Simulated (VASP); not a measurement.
Write the native input for VASP 6.6.1 that does the following.

| Quantity | Value |
| --- | --- |
| Task | single point |
| Functional | PBE |
| Potentials or basis | VASP PAW PBE potentials, release 64 (Al, P, Pb_d) |
| Cutoff | 520 eV |
| k mesh | 4 × 4 × 2 |
| Occupations | gaussian, width 0.1 eV |
| Spin | no spin polarisation |
| Dipole correction | no |
| Further INCAR settings | ALGO = Normal; EDIFF = 1e-06; NBANDS = 48 |

The structure of AlPPb5 lies in POSCAR:

```
AlPPb5
1.0
    4.8837532551      0.0000000000      0.0000000000
    0.0000000000      4.8837532551      0.0000000000
    0.0000000000      0.0000000000      8.6094313693
Al P Pb
1 1 5
Direct
    0.5000000000      0.5000000000      0.0000000000
    0.0000000000      0.0000000000      0.5000000000
    0.5000000000      0.0000000000      0.7225152214
    0.0000000000      0.5000000000      0.7225152214
    0.5000000000      0.0000000000      0.2774847786
    0.0000000000      0.5000000000      0.2774847786
    0.0000000000      0.0000000000      0.0000000000
```

The input as run:

INCAR

```
ALGO     = Normal         # electronic algorithm
EDIFF    = 1E-6           # SCF threshold, eV
ENCUT    = 520            # plane-wave cutoff, eV
GGA      = PE             # functional
ISIF     = 2              # what is computed and relaxed
ISMEAR   = 0              # smearing method
LASPH    = True           # aspherical terms in the spheres
LCHARG   = False          # write CHGCAR
LREAL    = False          # projectors in reciprocal space
LWAVE    = False          # write WAVECAR
NBANDS   = 48             # bands
NELM     = 100            # most SCF steps
PREC     = Accurate       # precision mode
SIGMA    = 0.1            # smearing width, eV
```

KPOINTS

```
k-points
0
Gamma
  4 4 2
```

Potentials or basis: VASP PAW PBE potentials, release 64 (Al, P, Pb_d).

Run with:

```sh
$ cat potpaw_PBE.64/Al/POTCAR potpaw_PBE.64/P/POTCAR potpaw_PBE.64/Pb_d/POTCAR > POTCAR
$ mpirun -np 1 vasp_std > vasp.out
```

It gave:

```json
{"Pressure": "-0.3 GPa", "Largest force": "0.026 eV/Å", "Band gap on the k mesh": "zero (band 39 reaches 7.05 eV, above the bottom of band 40 at 5.72 eV)"}
```

Caveat: the k points lie up to 0.36 Å⁻¹ apart; spin-orbit coupling is left out, which moves the levels of the heavy elements.

It took 2 min on 1 thread of AMD EPYC 7R43 64-Core Processor (Zen 3), on a shared host, peak memory 0.28 GiB.
